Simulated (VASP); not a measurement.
Here is a VASP 6.6.1 calculation.

Contents of INCAR:

```
SYSTEM = Be16B
ALGO = Normal
EDIFF = 1E-6
ENCUT = 520
GGA = CA
ISIF = 2
ISMEAR = -1
LASPH = .TRUE.
LCHARG = .FALSE.
LREAL = Auto
LWAVE = .FALSE.
NBANDS = 32
NELM = 80
PREC = Accurate
SIGMA = 0.15
```

Contents of KPOINTS:

```
k-points
0
G
  5 6 4
  0 0 0
```

POSCAR

```
Be16B
1.0
   -2.2900000000     -3.9663960000      0.0000000000
    3.4350000000     -1.9831980000      0.0000000000
    0.0000000000      0.0000000000      7.1768600000
Be B
16 1
Direct
    0.7882073330      0.5320954273     -0.0084053472
    0.5114826617      0.3694347294      0.2571203841
    0.7506749395      0.5199177908      0.5090240021
    0.4914383109      0.4095446090      0.7481760826
    0.5515457240      0.0695917636      0.0330657140
    0.2610633669      0.8634605852      0.2628585482
    0.4335891211     -0.0024471362      0.5545398684
    0.0873591141      0.7261081139      0.7215906399
    0.2865730991      0.5506135071     -0.0070723130
    0.0009556889      0.3418904010      0.2402461522
    0.2344940816      0.4848545697      0.4852363011
    0.0484188522      0.2382180994      0.7331688231
    0.0297966959      0.0093745076     -0.0031675412
    0.7579177002      0.8402773023      0.2525597545
   -0.0420602927      0.0066911003      0.4873289990
    0.7117110955      0.8954536852      0.7714685810
    0.3505418243     -0.0262029760      0.8298331025
```

Potentials or basis: VASP PAW LDA potentials, release 64 (Be, B).

The run is started by

```bash
$ cat potpaw_LDA.64/Be/POTCAR potpaw_LDA.64/B/POTCAR > POTCAR
$ mpirun -np 1 vasp_std > vasp.out
```

What does it give for the largest force?

0.023 eV/Å.

What does it give for the pressure?

3.3 GPa.

Estimate the band gap on the k mesh.

zero (an odd number of electrons rules out a gap without spin polarisation).

Forces on the atoms (eV/Å):
```
Be  -0.008  0.008  0.008
Be   0.003  0.000  0.002
Be   0.000  0.005 -0.008
Be  -0.005  0.002 -0.005
Be   0.006 -0.006  0.016
Be  -0.002 -0.002  0.014
Be   0.007  0.001 -0.011
Be   0.004  0.002 -0.010
Be   0.007  0.002 -0.008
Be  -0.003 -0.002 -0.001
Be   0.004 -0.007 -0.013
Be   0.001 -0.001 -0.007
Be   0.009  0.009  0.019
Be   0.003 -0.006  0.015
Be  -0.007  0.000 -0.001
Be  -0.012  0.004 -0.016
B   -0.008 -0.009  0.005
```
